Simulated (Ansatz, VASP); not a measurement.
NiO: VASP beside Ansatz

```
Ni O
1.0
     0.00000    2.12617    2.12617
     2.12617    0.00000    2.12617
     4.24935    2.12318   -2.12318
Ni O
2 2
Direct
  0.00000 0.00000 0.00000
  0.50000 0.00000 0.50000
  0.75000 0.50000 0.25000
  0.25000 0.50000 0.75000
```

Alike in both runs: task electric field gradients; functional PBE; k mesh 10 × 10 × 10; occupations gaussian, width 0.05 eV; collinear spin; Hubbard terms Ni d U = 6.2 eV.

|  | VASP | Ansatz |
| --- | --- | --- |
| version | VASP 6.6.1 | Ansatz 0.2.0 |
| potentials or method | VASP PAW PBE potentials, release 64 (Ni, O), cutoff 520 eV | scalar-relativistic, plane waves, PAW |
| valence electrons in the cell | 32 | 48 |

VASP gave:

```
gap on the k mesh at the Fermi level (eV)                     : 3.04
least direct gap on the mesh (eV)                             : 3.70
pressure (GPa)                                                : -8.0
net moment per atom (μB)                                      : 0.00
size of the moment on the site where the two differ most (μB) : 1.76
```

Question: Estimate Ansatz's values.

Answer: gap on the k mesh at the Fermi level (eV): 2.77; least direct gap on the mesh (eV): 3.53; pressure (GPa): 0.0; net moment per atom (μB): 0.00; size of the moment on the site where the two differ most (μB): 1.69.

Site moments also hang on the region over which each program counts them. The programs project onto different local orbitals, so the same U acts differently, and such runs can settle in different states. VASP's potentials hold 32 valence electrons a cell and Ansatz's 48, so a difference there can come from the potentials and not from the codes. Ansatz's warnings: stability check not made.
